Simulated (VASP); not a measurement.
# B4N3 (P-43m) in VASP: single point with PBE

Aim: the single point of B4N3 with PBE.

Program: VASP 6.6.1. These are calculated values, not measurements. Logs are shortened: lines on timing, memory, paths and dates and some standing lists are left out, and cuts for length are marked.

## Step 1: The cell of the first run

The structure is cubic, space group P-43m (No. 215). The conventional cell has a = 3.609 Å, b = 3.609 Å, c = 3.609 Å, α = 90.00°, β = 90.00°, γ = 90.00°. B (site symmetry 3m) has 3 N at 1.54 Å within 2.1 Å. Within 2.1 Å of N (site symmetry -42m) lie 4 B at 1.54 Å.

## Step 2: Single point, PBE

INCAR reads:

```
SYSTEM = B4N3
PREC     = Accurate       ! precision mode
ENCUT    = 600            ! plane-wave cutoff, eV
EDIFF    = 1E-6           ! SCF threshold, eV
ISMEAR   = 0              ! smearing method
SIGMA    = 0.1            ! smearing width, eV
LREAL    = .FALSE.        ! projectors in reciprocal space
LASPH    = .TRUE.         ! aspherical terms in the spheres
NELM     = 120            ! most SCF steps
ALGO     = Normal         ! electronic algorithm
ISIF     = 2              ! what is computed and relaxed
LWAVE    = .FALSE.        ! write WAVECAR
LCHARG   = .TRUE.         ! write CHGCAR
GGA      = PE             ! functional
LELF     = .TRUE.         ! ELF
LVHAR    = .TRUE.       
NBANDS   = 22             ! bands
GGA_COMPAT= .FALSE.
```

KPOINTS reads:

```
Automatic mesh
0
G
  6 6 6
  0 0 0
```

POSCAR reads:

```
B4N3
1.0
    3.6087153062      0.0000000000      0.0000000000
    0.0000000000      3.6087153062      0.0000000000
    0.0000000000      0.0000000000      3.6087153062
B N
4 3
Direct
    0.7377866802      0.2622133198      0.7377866802
    0.2622133198      0.7377866802      0.7377866802
    0.7377866802      0.7377866802      0.2622133198
    0.2622133198      0.2622133198      0.2622133198
    0.5000000000      0.5000000000      0.0000000000
    0.5000000000      0.0000000000      0.5000000000
    0.0000000000      0.5000000000      0.5000000000
```

Potentials or basis: VASP PAW PBE potentials, release 64 (B, N).

Command:

```sh
$ cat potpaw_PBE.64/B/POTCAR potpaw_PBE.64/N/POTCAR > POTCAR
$ mpirun -np 1 vasp_std > vasp.out
```

OUTCAR:

```text
SYSTEM = B4N3
   PREC = Accurate
   ENCUT = 600
   EDIFF = 1E-6
   ISMEAR = 0
   LREAL = .FALSE.
   LASPH = .TRUE.
   NELM = 120
   ISIF = 2
   GGA = PE

 ion  position               nearest neighbor table
   1  0.738  0.262  0.738-   5 1.54   6 1.54   7 1.54
   2  0.262  0.738  0.738-   5 1.54   6 1.54   7 1.54
   3  0.738  0.738  0.262-   5 1.54   6 1.54   7 1.54
   4  0.262  0.262  0.262-   5 1.54   6 1.54   7 1.54
   5  0.500  0.500  0.000-   1 1.54   2 1.54   3 1.54   4 1.54
   6  0.500  0.000  0.500-   1 1.54   2 1.54   3 1.54   4 1.54
   7  0.000  0.500  0.500-   1 1.54   2 1.54   3 1.54   4 1.54

  LATTYP: Found a simple cubic cell.
 ALAT       =     3.6087153062

  Lattice vectors:

 A1 = (   3.6087153062,   0.0000000000,   0.0000000000)
 A2 = (   0.0000000000,   3.6087153062,   0.0000000000)
 A3 = (   0.0000000000,   0.0000000000,   3.6087153062)

Analysis of symmetry for initial positions (statically):
=====================================================================
 Subroutine PRICEL returns:
 Original cell was already a primitive cell.

 Routine SETGRP: Setting up the symmetry group for a
 simple cubic supercell.

 Subroutine GETGRP returns: Found 24 space group operations
 (whereof 24 operations were pure point group operations)
 out of a pool of 48 trial point group operations.

The static configuration has the point symmetry T_d .

Analysis of symmetry for dynamics (positions and initial velocities):
=====================================================================
 Subroutine PRICEL returns:
 Original cell was already a primitive cell.

 Routine SETGRP: Setting up the symmetry group for a
 simple cubic supercell.

 Subroutine GETGRP returns: Found 24 space group operations
 (whereof 24 operations were pure point group operations)
 out of a pool of 48 trial point group operations.

The dynamic configuration has the point symmetry T_d .

 Subroutine INISYM returns: Found 24 space group operations
 (whereof 24 operations are pure point group operations),
 and found     1 'primitive' translations

----------------------------------------------------------------------------------------

                                     Primitive cell

[... 95 lines left out ...]
   EDIFF  = 0.1E-05   stopping-criterion for ELM
   LREAL  =      F    real-space projection
   EDIFFG = 0.1E-04   stopping-criterion for IOM
   NSW    =      0    number of steps for IOM
   IBRION =     -1    ionic relax: 0-MD 1-quasi-New 2-CG
   NFREE  =      0    steps in history (QN), initial steepest desc. (CG)
   ISIF   =      2    stress and relaxation
   ISYM   =      2    0-nonsym 1-usesym 2-fastsym
   POTIM  = 0.5000    time-step for ionic-motion
   TEBEG  =    0.0;   TEEND  =   0.0 temperature during run
   PSTRESS=    0.0 pullay stress
   NELECT =      27.0000    total number of electrons
   NUPDOWN=      -1.0000    fix difference up-down
   EMIN   =  10.00;   EMAX   =-10.00  energy-range for DOS
   EFERMI =   0.00;   METHOD = LEGACY
   ISMEAR =     0;   SIGMA  =   0.10  broadening in eV -4-tet -1-fermi 0-gaus
   EFERMI_NEDOS =   21; number of points for ismear=-14 and -15
   IALGO  =     38    algorithm
   IMIX   =      4    mixing-type and parameters
     AMIX     =   0.40;   BMIX     =  1.00
     AMIX_MAG =   1.60;   BMIX_MAG =  1.00
  volume/ion in A,a.u.               =       6.71        45.31
  Fermi-wavevector in a.u.,A,eV,Ry     =   1.360954  2.571830 25.200656  1.852196
  Thomas-Fermi vector in A             =   2.487572
   LORBIT       =      0    0 simple, 1 ext, 2 COOP (PROOUT), +10 PAW based schemes
   GGA     = PE    functional components
   LHFCALC =     F    Hartree Fock is set to
   AEXX    =    0.0000 exact exchange contribution
   IVDW    =     0    specifies the selected vdW correction
   LEPSILON=     F    determine dielectric tensor
   LRPA    =     F    only Hartree local field effects (RPA)
 non-spin polarized calculation
 Gauss-broadening in eV      SIGMA  =   0.10
  energy-cutoff  :      600.00
  volume of cell :       47.00
 maximum number of plane-waves:      1596
 NGX is ok and might be reduce to    30
   NGX = 15   NGY = 15   NGZ = 15

 number of electron      26.9999991 magnetization

 Free energy of the ion-electron system (eV)
  ---------------------------------------------------
  ext. energy  EPLUGINS =         0.00000000
  ---------------------------------------------------
  free energy    TOTEN  =       -54.66691922 eV

  energy without entropy =      -54.66178554  energy(sigma->0) =      -54.66435238

 E-fermi :   9.5709     XC(G=0): -12.1931

 val. band max:        9.1473035012   @ k =   0.3333   0.3333   0.0000
 cond. band min:       9.6194043358   @ k =   0.3333   0.1667   0.0000
 fundamental gap:      0.4721008346
 Fermi energy:         9.5708648977

 k-point     1 :       0.0000    0.0000    0.0000
  band No.  band energies     occupation
      1     -13.8982      2.00000
      2      -9.2508      2.00000
      3      -9.2508      2.00000
      4      -2.6478      2.00000
      5      -2.6478      2.00000
      6      -2.6478      2.00000
[... 489 lines left out ...]
     21      16.5079      0.00000
     22      16.5079      0.00000

------------------------ aborting loop because EDIFF is reached ----------------------------------------

  FORCE on cell =-STRESS in cart. coord.  units (eV):
  Direction    XX          YY          ZZ          XY          YZ          ZX
  --------------------------------------------------------------------------------------
  -------------------------------------------------------------------------------------
  Total       -0.0903696     -0.0903696     -0.0903696     -0.0000000      0.0000000     -0.0000000
  in kB       -3.0808815     -3.0808815     -3.0808815     -0.0000000      0.0000000     -0.0000000
  external PRESSURE =      -3.0808815 kB  Pullay stress =       0.0000000 kB

 VOLUME and BASIS-vectors are now :
 -----------------------------------------------------------------------------
  energy-cutoff  :      600.00
  volume of cell :       47.00
      direct lattice vectors                 reciprocal lattice vectors
     3.608715306  0.000000000  0.000000000     0.277106925  0.000000000  0.000000000
     0.000000000  3.608715306  0.000000000     0.000000000  0.277106925  0.000000000
     0.000000000  0.000000000  3.608715306     0.000000000  0.000000000  0.277106925

 POSITION                                       TOTAL-FORCE (eV/Angst)
 -----------------------------------------------------------------------------------
      2.66246      0.94625      2.66246         0.039549     -0.039549      0.039549
      0.94625      2.66246      2.66246        -0.039549      0.039549      0.039549
      2.66246      2.66246      0.94625         0.039549      0.039549     -0.039549
      0.94625      0.94625      0.94625        -0.039549     -0.039549     -0.039549
      1.80436      1.80436      0.00000         0.000000      0.000000      0.000000
      1.80436      0.00000      1.80436        -0.000000      0.000000      0.000000
      0.00000      1.80436      1.80436        -0.000000      0.000000      0.000000
 -----------------------------------------------------------------------------------
    total drift:                               -0.000000     -0.000000     -0.000000

  FREE ENERGIE OF THE ION-ELECTRON SYSTEM (eV)
  ---------------------------------------------------
  free  energy   TOTEN  =       -54.6669192232 eV

  energy  without entropy=      -54.6617855426  energy(sigma->0) =      -54.66435238
```

OSZICAR:

```text
N       E                     dE             d eps       ncg     rms          rms(c)
DAV:   1     0.103499503609E+03    0.10350E+03   -0.15108E+04   880   0.130E+03
DAV:   2    -0.509911006277E+02   -0.15449E+03   -0.14882E+03  1118   0.297E+02
DAV:   3    -0.575105114943E+02   -0.65194E+01   -0.64523E+01  1184   0.598E+01
DAV:   4    -0.575608176552E+02   -0.50306E-01   -0.50250E-01  1120   0.510E+00
DAV:   5    -0.575613977804E+02   -0.58013E-03   -0.58003E-03  1132   0.470E-01    0.115E+01
DAV:   6    -0.548627563703E+02    0.26986E+01   -0.75765E+00  1042   0.174E+01    0.544E+00
DAV:   7    -0.547154005282E+02    0.14736E+00   -0.51785E-01  1102   0.508E+00    0.340E+00
DAV:   8    -0.546710212968E+02    0.44379E-01   -0.13446E-01   982   0.226E+00    0.450E-01
DAV:   9    -0.546667216235E+02    0.42997E-02   -0.11048E-02  1090   0.756E-01    0.133E-01
DAV:  10    -0.546669253101E+02   -0.20369E-03   -0.99945E-04  1100   0.219E-01    0.381E-02
DAV:  11    -0.546669168666E+02    0.84435E-05   -0.88306E-05  1060   0.609E-02    0.916E-03
DAV:  12    -0.546669191031E+02   -0.22365E-05   -0.98656E-06  1118   0.210E-02    0.439E-03
DAV:  13    -0.546669192232E+02   -0.12005E-06   -0.41265E-07   656   0.452E-03
   1 F= -.54666919E+02 E0= -.54664352E+02  d E =-.513368E-02
```

It took 22 s on 1 thread of Intel Xeon Platinum 8488C (Sapphire Rapids), shared host; peak memory 0.16 GiB.

Results:

* Free energy: -54.6669 eV
* Pressure: -0.3 GPa
* Largest force: 0.069 eV/Å
* Band gap on the k mesh: zero (an odd number of electrons rules out a gap without spin polarisation)

Forces on the atoms (eV/Å):
```
B    0.040 -0.040  0.040
B   -0.040  0.040  0.040
B    0.040  0.040 -0.040
B   -0.040 -0.040 -0.040
N    0.000  0.000  0.000
N    0.000  0.000  0.000
N    0.000  0.000  0.000
```

Levels at points of the mesh, in eV from the Fermi level:
```
           k point  band 9  band 10  band 11  band 12  band 13  band 14  band 15  band 16  band 17  band 18
(0.00, 0.00, 0.00)   -8.81    -7.04    -6.62    -6.62    -6.62     2.16     2.24     2.24     3.69     3.69
(0.50, 0.00, 0.00)   -9.51    -9.51    -7.24    -7.24    -2.61    -1.37     1.73     1.73     3.35     4.78
(0.50, 0.50, 0.00)   -9.30    -9.30    -6.82    -5.93    -3.26    -0.47     1.39     1.39     6.51     6.51
(0.50, 0.50, 0.50)   -6.66    -6.17    -5.87    -5.87    -5.87     2.76     2.76     2.76     6.85     6.85
```
